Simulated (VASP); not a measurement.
Set up this calculation in VASP 6.6.1, as the native input.

```yaml
Task: single point
Functional: RPBE
Dispersion: D4
Potentials_or_basis: VASP PAW PBE potentials, release 64 (Sb)
Cutoff: 520 eV
k_mesh: 9 × 9 × 5
Occupations: fermi-dirac, width 0.05 eV
Spin: no spin polarisation
Dipole_correction: no
Further_INCAR_settings: ALGO = Normal; EDIFF = 1e-06; NBANDS = 12
```

The structure of Sb lies in POSCAR:

```
Sb
1.0
    3.3020939609      0.0000000000      0.0000000000
   -1.6510469805      2.8596972559      0.0000000000
    0.0000000000      0.0000000000      5.3832087388
Sb
2
Direct
    0.6666666667      0.3333333333      0.7500000000
    0.3333333333      0.6666666667      0.2500000000
```

These files were run (other wordings do the same):

INCAR

```
SYSTEM = Sb
ALGO = Normal
EDIFF = 1E-6
ENCUT = 520
GGA = RP
ISIF = 2
ISMEAR = -1
IVDW = 13
LASPH = .TRUE.
LCHARG = .FALSE.
LREAL = .FALSE.
LWAVE = .FALSE.
NBANDS = 12
NELM = 80
PREC = Accurate
SIGMA = 0.05
```

KPOINTS

```
k-points
0
G
  9 9 5
  0 0 0
```

Potentials or basis: VASP PAW PBE potentials, release 64 (Sb).

Command:

```console
$ cat potpaw_PBE.64/Sb/POTCAR > POTCAR
$ mpirun -np 1 vasp_std > vasp.out
```

Results of the run:

```
Pressure                   : -0.2 GPa
Band gap on the k mesh     : zero (band 5 reaches 13.85 eV, above the bottom of band 6 at 6.45 eV)
Dispersion energy per atom : -1.124 eV
```

Caveat: the PAW data sets were made with another functional, which shifts forces and pressure a little; spin-orbit coupling is left out, which moves the levels of the heavy elements; pairwise dispersion overbinds metals, which lowers pressure and volume.

It took 9.1 s on 1 thread of Intel(R) Xeon(R) 6975P-C (Granite Rapids) (shared host), peak memory 0.17 GiB.
